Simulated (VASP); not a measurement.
Input of a VASP 6.6.1 run:

INCAR

```
ALGO = Normal ; EDIFF = 1E-7
EDIFFG = -0.005 ; ENCUT = 750
GGA_COMPAT = F ; IBRION = 2
ISIF = 3 ; ISMEAR = 0
LASPH = T ; LCHARG = F
LREAL = F ; LWAVE = F
NELM = 120 ; NELMIN = 4
NSW = 100 ; PREC = Accurate
SIGMA = 0.02
```

The input KPOINTS:

```
k-points
0
Gamma
  6 6 6
```

The input POSCAR:

```
LiNbO3
1.0
    2.5620336988      1.4791908457      4.5184286531
   -2.5620336988      1.4791908457      4.5184286531
    0.0000000000     -2.9583816913      4.5184286531
Li Nb O
2 2 6
Direct
    0.2500000000      0.2500000000      0.2500000000
    0.7500000000      0.7500000000      0.7500000000
    0.0000000000      0.0000000000      0.0000000000
    0.5000000000      0.5000000000      0.5000000000
    0.1254341554      0.3745658446      0.7500000000
    0.7500000000      0.1254341554      0.3745658446
    0.3745658446      0.7500000000      0.1254341554
    0.8745658446      0.6254341554      0.2500000000
    0.2500000000      0.8745658446      0.6254341554
    0.6254341554      0.2500000000      0.8745658446
```

Potentials or basis: VASP PAW LDA potentials, release 64 (Li_sv, Nb_sv, O).

Command:

```bash
$ cat potpaw_LDA.64/Li_sv/POTCAR potpaw_LDA.64/Nb_sv/POTCAR potpaw_LDA.64/O/POTCAR > POTCAR
$ mpirun -np 1 vasp_std > vasp.out
```

(1) Predict the space group after relaxing (to 0.1 Å).

(2) Estimate the relaxed cell.

(3) Predict the relaxed volume.

## Answers

(1) R-3c (No. 167).

(2) a = 5.399 Å, b = 5.399 Å, c = 5.399 Å, α = 56.64°, β = 56.64°, γ = 56.64°.

(3) 10.27 Å³/atom.
